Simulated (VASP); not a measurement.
Set up this calculation in VASP 6.6.1, as the native input.

| Property | Result |
| --- | --- |
| Task | single point |
| Functional | LDA |
| Potentials or basis | VASP PAW LDA potentials, release 64 (Rh_pv) |
| Cutoff | 520 eV |
| k mesh | 14 × 14 × 14 |
| Occupations | gaussian, width 0.03 eV |
| Spin | no spin polarisation |
| Dipole correction | no |
| Further INCAR settings | ALGO = Normal; EDIFF = 1e-07; NBANDS = 14 |

The structure of Rh lies in POSCAR:

```
Rh
1.0
    0.0000000000      1.8776226225      1.8776226225
    1.8776226225      0.0000000000      1.8776226225
    1.8776226225      1.8776226225      0.0000000000
Rh
1
Direct
    0.0000000000      0.0000000000      0.0000000000
```

One way to write it, as run:

INCAR

```
  PREC = Accurate
  ENCUT = 520
  EDIFF = 1E-7
  ISMEAR = 0
  SIGMA = 0.03
  LREAL = F
  LASPH = T
  NELM = 80
  ALGO = Normal
  ISIF = 2
  LWAVE = F
  LCHARG = T
  LELF = T
  LVHAR = T
  NBANDS = 14
```

KPOINTS

```
Automatic mesh
0
Gamma
  14 14 14
```

Potentials or basis: VASP PAW LDA potentials, release 64 (Rh_pv).

Run with:

```sh
$ cat potpaw_LDA.64/Rh_pv/POTCAR > POTCAR
$ mpirun -np 1 vasp_std > vasp.out
```

It gave:

```
Pressure : 0.5 GPa
```

Wall time 6.1 s on 1 thread of Intel(R) Xeon(R) 6975P-C (Granite Rapids), with other jobs on the host, peak memory 0.12 GiB.
